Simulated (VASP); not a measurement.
# InPt3C (Pm-3m) in VASP: notebook, part 3 of 3

VASP 6.6.1. Earlier steps stand in the parts before.

## Step 5: Single point, PBE

This run uses another cell than the first one, of 17.30 Å³/atom, 1.120 times its volume.

Input file INCAR:

```
SYSTEM = InPt3C
  ALGO = Normal
  EDIFF = 1E-7
  ENCUT = 520
  GGA = PE
  ISIF = 2
  ISMEAR = 0
  LASPH = .TRUE.
  LCHARG = .FALSE.
  LREAL = .FALSE.
  LWAVE = .FALSE.
  NBANDS = 32
  NELM = 80
  PREC = Accurate
  SIGMA = 0.1
```

Input file KPOINTS:

```
k-points
0
G
  6 6 6
  0 0 0
```

Input file POSCAR:

```
InPt3C
1.0
    4.4225406914      0.0000000000      0.0000000000
    0.0000000000      4.4225406914      0.0000000000
    0.0000000000      0.0000000000      4.4225406914
In Pt C
1 3 1
Direct
    0.0000000000      0.0000000000      0.0000000000
    0.5000000000      0.0000000000      0.5000000000
    0.5000000000      0.5000000000      0.0000000000
    0.0000000000      0.5000000000      0.5000000000
    0.5000000000      0.5000000000      0.5000000000
```

Potentials or basis: VASP PAW PBE potentials, release 64 (In_d, Pt, C).

Command:

```
$ cat potpaw_PBE.64/In_d/POTCAR potpaw_PBE.64/Pt/POTCAR potpaw_PBE.64/C/POTCAR > POTCAR
$ mpirun -np 1 vasp_std > vasp.out
```

OUTCAR:

```text
SYSTEM = InPt3C
   EDIFF = 1E-7
   ENCUT = 520
   GGA = PE
   ISIF = 2
   ISMEAR = 0
   LASPH = .TRUE.
   LREAL = .FALSE.
   NELM = 80
   PREC = Accurate

 ion  position               nearest neighbor table
   1  0.000  0.000  0.000-   2 3.13   3 3.13   4 3.13   2 3.13   4 3.13   3 3.13   4 3.13   4 3.13
                             2 3.13   3 3.13   2 3.13   3 3.13
   2  0.500  0.000  0.500-   5 2.21   5 2.21   4 3.13   1 3.13   1 3.13   3 3.13   3 3.13   4 3.13
[... 904 lines left out ...]
  -------------------------------------------------------------------------------------
  Total       -9.0461804     -9.0461804     -9.0461804      0.0000000     -0.0000000     -0.0000000
  in kB     -167.5561281   -167.5561281   -167.5561281      0.0000000     -0.0000000     -0.0000000
  external PRESSURE =    -167.5561281 kB  Pullay stress =       0.0000000 kB

 VOLUME and BASIS-vectors are now :
 -----------------------------------------------------------------------------
  energy-cutoff  :      520.00
  volume of cell :       86.50
      direct lattice vectors                 reciprocal lattice vectors
     4.422540691  0.000000000  0.000000000     0.226114369  0.000000000  0.000000000
     0.000000000  4.422540691  0.000000000     0.000000000  0.226114369  0.000000000
     0.000000000  0.000000000  4.422540691     0.000000000  0.000000000  0.226114369

 POSITION                                       TOTAL-FORCE (eV/Angst)
 -----------------------------------------------------------------------------------
      0.00000      0.00000      0.00000         0.000000      0.000000      0.000000
      2.21127      0.00000      2.21127         0.000000      0.000000      0.000000
      2.21127      2.21127      0.00000         0.000000      0.000000      0.000000
      0.00000      2.21127      2.21127         0.000000      0.000000      0.000000
      2.21127      2.21127      2.21127         0.000000      0.000000      0.000000
 -----------------------------------------------------------------------------------
    total drift:                                0.000000      0.000000      0.000000

  FREE ENERGIE OF THE ION-ELECTRON SYSTEM (eV)
  ---------------------------------------------------
  free  energy   TOTEN  =       -28.2568221267 eV

  energy  without entropy=      -28.2403488494  energy(sigma->0) =      -28.24858549
```

OSZICAR:

```text
N       E                     dE             d eps       ncg     rms          rms(c)
DAV:   1     0.402246704220E+03    0.40225E+03   -0.21248E+04  1280   0.163E+03
DAV:   2     0.793068708043E+01   -0.39432E+03   -0.36366E+03  1432   0.433E+02
DAV:   3    -0.286057377769E+02   -0.36536E+02   -0.34290E+02  1520   0.120E+02
DAV:   4    -0.300406495604E+02   -0.14349E+01   -0.14248E+01  1464   0.233E+01
DAV:   5    -0.301027470452E+02   -0.62097E-01   -0.62087E-01  1888   0.505E+00    0.185E+01
DAV:   6    -0.284847702286E+02    0.16180E+01   -0.52894E+00  1608   0.187E+01    0.877E+00
DAV:   7    -0.282932481768E+02    0.19152E+00   -0.88182E-01  1464   0.628E+00    0.598E+00
DAV:   8    -0.282697599041E+02    0.23488E-01   -0.21826E-01  1576   0.278E+00    0.864E-01
DAV:   9    -0.282566573674E+02    0.13103E-01   -0.21287E-02  1664   0.105E+00    0.287E-01
DAV:  10    -0.282568384323E+02   -0.18106E-03   -0.65495E-03  1504   0.529E-01    0.149E-01
DAV:  11    -0.282568284259E+02    0.10006E-04   -0.24632E-04  1728   0.123E-01    0.330E-02
DAV:  12    -0.282568208373E+02    0.75886E-05   -0.32466E-05  1688   0.583E-02    0.142E-02
DAV:  13    -0.282568222003E+02   -0.13629E-05   -0.15798E-06  1584   0.938E-03    0.298E-03
DAV:  14    -0.282568221267E+02    0.73587E-07   -0.20341E-07  1296   0.256E-03
   1 F= -.28256822E+02 E0= -.28248585E+02  d E =-.164733E-01
```

Run time: 46 s. Hardware: 1 thread of Intel Xeon Platinum 8259CL at 2.50GHz (Skylake/Cascade Lake), shared host; peak memory 0.23 GiB.

Results:

```
Free energy : -28.2568 eV
Pressure    : -16.8 GPa
```

Caveat: spin-orbit coupling is left out, which moves the levels of the heavy elements.

## Step 6: The runs side by side

```tsv
cell	gap on the mesh (eV)	pressure (GPa)
a = 4.259 Å, 5 atoms	none	-0.9
a = 4.315 Å, 5 atoms	none	-7.6
a = 4.369 Å, 5 atoms	none	-12.7
a = 4.423 Å, 5 atoms	none	-16.8
```

Alike in all rows: task single point; level PBE; potentials or basis VASP PAW PBE potentials, release 64 (In_d, Pt, C); no spin polarisation; k mesh 6 × 6 × 6; cutoff (eV) 520; smearing gaussian 0.1 eV.

Caveats: spin-orbit coupling is left out, which moves the levels of the heavy elements.

Total energies depend on the potentials used, so only differences within one code and one set of settings carry meaning.
